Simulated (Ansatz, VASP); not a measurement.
## One calculation of Ti, two programs

```
Ti
1.0
     2.86387    0.00000    0.00000
    -1.43193    2.48018    0.00000
     0.00000    0.00000    4.53999
Ti
2
Direct
  0.33333 0.66667 0.25000
  0.66667 0.33333 0.75000
```

Alike in both runs: task single point; functional LDA; k mesh 13 × 13 × 7; occupations gaussian, width 0.6 eV; no spin polarisation.

```csv
,VASP,Ansatz
version,VASP 6.6.1,Ansatz 0.2.0
potentials or method,"VASP PAW LDA potentials, release 64 (Ti_sv), cutoff 520 eV","plane waves (420 eV) with PAW, scalar-relativistic"
valence electrons in the cell,24,24
```

VASP gave:

| Property | Result |
| --- | --- |
| pressure (GPa) | 0.9 |
| traceless stress, the component that is largest in VASP (GPa) | 0.52 |

Q: Which values does Ansatz return?

A: Pressure (GPa): 1.1; traceless stress, the component that is largest in VASP (GPa): 0.50.

Ansatz warns that its potentials were made for another functional, while VASP's fit it. LDA's correlation is that of Perdew and Zunger in VASP and of Perdew and Wang (1992) in Ansatz.
